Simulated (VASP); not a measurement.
Input of a VASP 6.6.1 run:

INCAR

```
PREC = Accurate
ENCUT = 560
EDIFF = 1E-6
ISMEAR = 0
SIGMA = 0.1
LREAL = F
LASPH = T
NELM = 120
ALGO = Normal
ISIF = 2
LWAVE = F
LCHARG = T
GGA = PE
LELF = T
LVHAR = T
NBANDS = 14
GGA_COMPAT = F
```

The input KPOINTS:

```
regular mesh
0
Gamma
  8 8 10
```

Contents of POSCAR:

```
Os
1.0
    1.7221032600     -2.5147043200      0.0000000000
    1.7221032600      2.5147043200      0.0000000000
   -1.0996583400      0.0000000000      1.6154202100
Os
1
Direct
    0.5000000000      0.5000000000      0.5000000000
```

Potentials or basis: VASP PAW PBE potentials, release 64 (Os_sv_GW).

Launch:

```bash
$ cat potpaw_PBE.64/Os_sv_GW/POTCAR > POTCAR
$ mpirun -np 1 vasp_std > vasp.out
```

Q: Estimate the pressure.

A: 159.5 GPa.

Q: Predict the band gap on the k mesh.

A: Zero (bands 8 and 9 overlap by 4.08 eV).

Stress tensor (GPa, compression positive):
```
 149.77    0.00 -223.92
   0.00   -1.98    0.00
-223.92    0.00  330.66
```

Caveat: the k points lie up to 0.36 Å⁻¹ apart, too coarse for converged energies and pressures of a metal; atoms lie so close that the PAW spheres overlap strongly, which falsifies energies and pressures; spin-orbit coupling is left out, which moves the levels of the heavy elements.
